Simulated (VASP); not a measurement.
# MgO (Periclase) (Fm-3m) in VASP: single point with PBEsol

Aim: the single point of MgO (Periclase) with PBEsol.

All numbers are computed with VASP 6.6.1; they aren't measurements. Logs are shortened: lines on timing, memory, paths and dates and some standing lists are left out, and cuts for length are marked.

## Step 1: The cell of the first run

Symmetry: Fm-3m, No. 225, cubic system. The conventional cell has a = 4.217 Å, b = 4.217 Å, c = 4.217 Å, α = 90.00°, β = 90.00°, γ = 90.00°. Within 2.8 Å of Mg (site symmetry m-3m) lie 6 O at 2.11 Å. Within 2.8 Å of O (site symmetry m-3m) lie 6 Mg at 2.11 Å.

## Step 2: Single point, PBEsol

INCAR reads:

```
SYSTEM = MgO
PREC = Accurate
ENCUT = 520
EDIFF = 1E-7
ISMEAR = 0
SIGMA = 0.01
LREAL = .FALSE.
LASPH = .TRUE.
NELM = 80
ALGO = Normal
ISIF = 2
LWAVE = .FALSE.
LCHARG = .FALSE.
GGA = PS
NBANDS = 11
```

KPOINTS reads:

```
regular mesh
0
G
  6 6 6
  0 0 0
```

POSCAR reads:

```
MgO
1.0
    2.9818690000      0.0000000000      0.0000000000
    1.4909345000      2.5823743048      0.0000000000
    1.4909345000      0.8607914349      2.4346858433
Mg O
1 1
Direct
    0.0000000000      0.0000000000      0.0000000000
    0.5000000000      0.5000000000      0.5000000000
```

Potentials or basis: VASP PAW PBE potentials, release 64 (Mg, O).

Launch:

```sh
cat potpaw_PBE.64/Mg/POTCAR potpaw_PBE.64/O/POTCAR > POTCAR
mpirun -np 1 vasp_std > vasp.out
```

OUTCAR:

```text
SYSTEM = MgO
   PREC = Accurate
   ENCUT = 520
   EDIFF = 1E-7
   ISMEAR = 0
   LREAL = .FALSE.
   LASPH = .TRUE.
   NELM = 80
   ISIF = 2
   GGA = PS

 ion  position               nearest neighbor table
   1  0.000  0.000  0.000-   2 2.11   2 2.11   2 2.11   2 2.11   2 2.11   2 2.11
   2  0.500  0.500  0.500-   1 2.11   1 2.11   1 2.11   1 2.11   1 2.11   1 2.11

  LATTYP: Found a face centered cubic cell.
 ALAT       =     4.2169995811

  Lattice vectors:

 A1 = (   2.9818690000,   0.0000000000,   0.0000000000)
 A2 = (   1.4909345000,   2.5823743048,   0.0000000000)
 A3 = (   1.4909345000,   0.8607914349,   2.4346858433)

Analysis of symmetry for initial positions (statically):
=====================================================================
 Subroutine PRICEL returns:
 Original cell was already a primitive cell.

 Routine SETGRP: Setting up the symmetry group for a
 face centered cubic supercell.

 Subroutine GETGRP returns: Found 48 space group operations
 (whereof 48 operations were pure point group operations)
 out of a pool of 48 trial point group operations.

The static configuration has the point symmetry O_h .

Analysis of symmetry for dynamics (positions and initial velocities):
=====================================================================
 Subroutine PRICEL returns:
 Original cell was already a primitive cell.

 Routine SETGRP: Setting up the symmetry group for a
 face centered cubic supercell.

 Subroutine GETGRP returns: Found 48 space group operations
 (whereof 48 operations were pure point group operations)
 out of a pool of 48 trial point group operations.

The dynamic configuration has the point symmetry O_h .

 Subroutine INISYM returns: Found 48 space group operations
 (whereof 48 operations are pure point group operations),
 and found     1 'primitive' translations

----------------------------------------------------------------------------------------

                                     Primitive cell

  volume of cell :      18.7478

  direct lattice vectors                    reciprocal lattice vectors
     2.981869000  0.000000000  0.000000000     0.335360138 -0.193620266 -0.136910203
     1.490934500  2.582374305  0.000000000     0.000000000  0.387240532 -0.136910203
     1.490934500  0.860791435  2.434685843     0.000000000  0.000000000  0.410730609

  length of vectors
     2.981869000  2.981869000  2.981869000     0.410730609  0.410730609  0.410730609

  position of ions in fractional coordinates (direct lattice)
     0.000000000  0.000000000  0.000000000
     0.500000000  0.500000000  0.500000000

  ion indices of the primitive-cell ions
   primitive index   ion index
                 1           1
                 2           2

----------------------------------------------------------------------------------------

 KPOINTS: regular mesh

Automatic generation of k-mesh.
 Grid dimensions read from file:
 generate k-points for:    6    6    6

 Generating k-lattice:

  Cartesian coordinates                     Fractional coordinates (reciprocal lattice)
     0.055893356 -0.032270044 -0.022818367     0.166666667  0.000000000  0.000000000
     0.000000000  0.064540089 -0.022818367     0.000000000  0.166666667 -0.000000000
     0.000000000  0.000000000  0.068455102     0.000000000  0.000000000  0.166666667

  Length of vectors
     0.068455102  0.068455102  0.068455102

  Shift w.r.t. Gamma in fractional coordinates (k-lattice)
     0.000000000  0.000000000  0.000000000

 Subroutine IBZKPT returns following result:
 ===========================================

 Found     16 irreducible k-points:

 Following reciprocal coordinates:
            Coordinates               Weight
  0.000000  0.000000  0.000000      1.000000
  0.166667  0.000000  0.000000      8.000000
  0.333333 -0.000000  0.000000      8.000000
  0.500000 -0.000000 -0.000000      4.000000
  0.166667  0.166667  0.000000      6.000000
  0.333333  0.166667  0.000000     24.000000
[... 8 lines left out ...]
 -0.333333  0.333333  0.166667     24.000000
 -0.333333  0.500000  0.166667     12.000000
   k-points           NKPTS =     16   k-points in BZ     NKDIM =     16   number of bands    NBANDS=     11
   number of dos      NEDOS =    301   number of ions     NIONS =      2
   total plane-waves  NPLWV =  13824
   dimension x,y,z NGX =    24 NGY =   24 NGZ =   24
   dimension x,y,z NGXF=    48 NGYF=   48 NGZF=   48
   ions per type =               1   1
   NGX,Y,Z   is equivalent  to a cutoff of  13.38, 13.38, 13.38 a.u.
   NGXF,Y,Z  is equivalent  to a cutoff of  26.76, 26.76, 26.76 a.u.
 SYSTEM =  MgO
   PREC   = accura    normal or accurate (medium, high low for compatibility)
   ISTART =      0    job   : 0-new  1-cont  2-samecut
   ICHARG =      2    charge: 1-file 2-atom 10-const
   ISPIN  =      1    spin polarized calculation?
   LNONCOLLINEAR =      F non collinear calculations
   LSORBIT =      F    spin-orbit coupling
   LASPH  =      T    aspherical Exc in radial PAW
   ENCUT  =  520.0 eV  38.22 Ry    6.18 a.u.   5.54  5.54  5.54*2*pi/ulx,y,z
   NELM   =     80;   NELMIN=  2; NELMDL= -5     # of ELM steps
   EDIFF  = 0.1E-06   stopping-criterion for ELM
   LREAL  =      F    real-space projection
   EDIFFG = 0.1E-05   stopping-criterion for IOM
   NSW    =      0    number of steps for IOM
   IBRION =     -1    ionic relax: 0-MD 1-quasi-New 2-CG
   NFREE  =      0    steps in history (QN), initial steepest desc. (CG)
   ISIF   =      2    stress and relaxation
   ISYM   =      2    0-nonsym 1-usesym 2-fastsym
   POTIM  = 0.5000    time-step for ionic-motion
   TEBEG  =    0.0;   TEEND  =   0.0 temperature during run
   PSTRESS=    0.0 pullay stress
   NELECT =       8.0000    total number of electrons
   NUPDOWN=      -1.0000    fix difference up-down
   EMIN   =  10.00;   EMAX   =-10.00  energy-range for DOS
   EFERMI =   0.00;   METHOD = LEGACY
   ISMEAR =     0;   SIGMA  =   0.01  broadening in eV -4-tet -1-fermi 0-gaus
   EFERMI_NEDOS =   21; number of points for ismear=-14 and -15
   IALGO  =     38    algorithm
   IMIX   =      4    mixing-type and parameters
     AMIX     =   0.40;   BMIX     =  1.00
     AMIX_MAG =   1.60;   BMIX_MAG =  1.00
  volume/ion in A,a.u.               =       9.37        63.26
  Fermi-wavevector in a.u.,A,eV,Ry     =   1.232503  2.329093 20.668111  1.519063
  Thomas-Fermi vector in A             =   2.367270
   LORBIT       =      0    0 simple, 1 ext, 2 COOP (PROOUT), +10 PAW based schemes
   GGA     = PS    functional components
   LHFCALC =     F    Hartree Fock is set to
   AEXX    =    0.0000 exact exchange contribution
   IVDW    =     0    specifies the selected vdW correction
   LEPSILON=     F    determine dielectric tensor
   LRPA    =     F    only Hartree local field effects (RPA)
 non-spin polarized calculation
 Gauss-broadening in eV      SIGMA  =   0.01
  energy-cutoff  :      520.00
  volume of cell :       18.75
 maximum number of plane-waves:       531
 NGX is ok and might be reduce to    24
   NGX = 11   NGY = 11   NGZ = 11

 number of electron       8.0000005 magnetization

 Free energy of the ion-electron system (eV)
  ---------------------------------------------------
  ext. energy  EPLUGINS =         0.00000000
  ---------------------------------------------------
  free energy    TOTEN  =       -12.51190816 eV

  energy without entropy =      -12.51190816  energy(sigma->0) =      -12.51190816

 E-fermi :   3.0958     XC(G=0): -11.2932

 val. band max:        3.0416587239   @ k =   0.0000   0.0000   0.0000
 cond. band min:       7.6417262153   @ k =   0.0000   0.0000   0.0000
 fundamental gap:      4.6000674914
 Fermi energy:         3.0958121622

 k-point     1 :       0.0000    0.0000    0.0000
  band No.  band energies     occupation
      1     -14.1461      2.00000
      2       3.0417      2.00000
      3       3.0417      2.00000
      4       3.0417      2.00000
      5       7.6417      0.00000
      6      18.6535      0.00000
      7      18.6535      0.00000
      8      18.6535      0.00000
      9      22.4869      0.00000
     10      24.3663      0.00000
     11      24.3663      0.00000

 k-point     2 :       0.1667    0.0000    0.0000
  band No.  band energies     occupation
      1     -13.8593      2.00000
      2       1.5115      2.00000
      3       2.8656      2.00000
      4       2.8656      2.00000
      5       9.0709      0.00000
      6      16.3138      0.00000
      7      19.2270      0.00000
      8      19.2270      0.00000
      9      23.0782      0.00000
     10      23.0782      0.00000
     11      25.1137      0.00000

 k-point     3 :       0.3333   -0.0000    0.0000
  band No.  band energies     occupation
      1     -13.2129      2.00000
      2      -0.6672      2.00000
      3       2.5368      2.00000
      4       2.5368      2.00000
      5      10.5562      0.00000
      6      15.1990      0.00000
      7      19.4439      0.00000
      8      19.4439      0.00000
      9      23.7533      0.00000
     10      23.7533      0.00000
     11      24.2941      0.00000

 k-point     4 :       0.5000   -0.0000   -0.0000
  band No.  band energies     occupation
      1     -12.8404      2.00000
      2      -1.6234      2.00000
      3       2.3825      2.00000
      4       2.3825      2.00000
      5      10.7638      0.00000
      6      15.5063      0.00000
      7      19.1821      0.00000
      8      19.1821      0.00000
      9      23.7537      0.00000
     10      25.3336      0.00000
     11      25.3336      0.00000
[... 127 lines left out ...]
 k-point    14 :       0.5000    0.3333    0.1667
  band No.  band energies     occupation
      1     -12.8343      2.00000
      2      -0.5362      2.00000
      3       1.1667      2.00000
      4       2.0143      2.00000
      5      12.9075      0.00000
      6      13.9294      0.00000
      7      16.4482      0.00000
      8      20.0586      0.00000
      9      22.3131      0.00000
     10      25.7379      0.00000
     11      30.6963      0.00000

 k-point    15 :      -0.3333    0.3333    0.1667
  band No.  band energies     occupation
      1     -12.6062      2.00000
      2      -0.5864      2.00000
      3       0.5422      2.00000
      4       1.7622      2.00000
      5      13.4428      0.00000
      6      14.8267      0.00000
      7      15.6380      0.00000
      8      19.3657      0.00000
      9      23.6370      0.00000
     10      24.8518      0.00000
     11      30.6133      0.00000

 k-point    16 :      -0.3333    0.5000    0.1667
  band No.  band energies     occupation
      1     -12.5367      2.00000
      2      -0.5601      2.00000
      3       0.7719      2.00000
      4       1.3559      2.00000
      5      13.4074      0.00000
      6      14.3287      0.00000
      7      15.3525      0.00000
      8      19.3710      0.00000
      9      23.0341      0.00000
     10      27.4903      0.00000
     11      29.0919      0.00000

------------------------ aborting loop because EDIFF is reached ----------------------------------------

  FORCE on cell =-STRESS in cart. coord.  units (eV):
  Direction    XX          YY          ZZ          XY          YZ          ZX
  --------------------------------------------------------------------------------------
  -------------------------------------------------------------------------------------
  Total       -0.0965680     -0.0965680     -0.0965680      0.0000000      0.0000000      0.0000000
  in kB       -8.2526461     -8.2526461     -8.2526461      0.0000000      0.0000000      0.0000000
  external PRESSURE =      -8.2526461 kB  Pullay stress =       0.0000000 kB

 VOLUME and BASIS-vectors are now :
 -----------------------------------------------------------------------------
  energy-cutoff  :      520.00
  volume of cell :       18.75
      direct lattice vectors                 reciprocal lattice vectors
     2.981869000  0.000000000  0.000000000     0.335360138 -0.193620266 -0.136910203
     1.490934500  2.582374305  0.000000000     0.000000000  0.387240532 -0.136910203
     1.490934500  0.860791435  2.434685843     0.000000000  0.000000000  0.410730609

 POSITION                                       TOTAL-FORCE (eV/Angst)
 -----------------------------------------------------------------------------------
      0.00000      0.00000      0.00000        -0.000000      0.000000      0.000000
      2.98187      1.72158      1.21734         0.000000     -0.000000      0.000000
 -----------------------------------------------------------------------------------
    total drift:                                0.000000      0.000000     -0.000000

  FREE ENERGIE OF THE ION-ELECTRON SYSTEM (eV)
  ---------------------------------------------------
  free  energy   TOTEN  =       -12.5119081649 eV

  energy  without entropy=      -12.5119081649  energy(sigma->0) =      -12.51190816
```

Run time: 7.6 s. Hardware: 1 thread of AMD EPYC 7R13, shared host; peak memory 0.11 GiB.

Results:

- Free energy: -12.5119 eV
- Pressure: -0.8 GPa
- Band gap on the k mesh: 4.60 eV, direct

Levels at points of the mesh, in eV from the valence-band top:
| k point | band 2 | band 3 | band 4 | band 5 | band 6 | band 7 |
| --- | --- | --- | --- | --- | --- | --- |
| (0.00, 0.00, 0.00) | 0.00 | 0.00 | 0.00 | 4.60 | 15.61 | 15.61 |
| (0.50, 0.00, 0.00) | -4.67 | -0.66 | -0.66 | 7.72 | 12.46 | 16.14 |
| (0.50, 0.50, 0.00) | -4.13 | -1.36 | -1.36 | 8.92 | 9.84 | 12.94 |

Caveat: the k points lie up to 0.43 Å⁻¹ apart; the PAW data sets were made with another functional, which shifts forces and pressure a little. A hybrid or GW would open this gap; PBEsol tends to underestimate it.
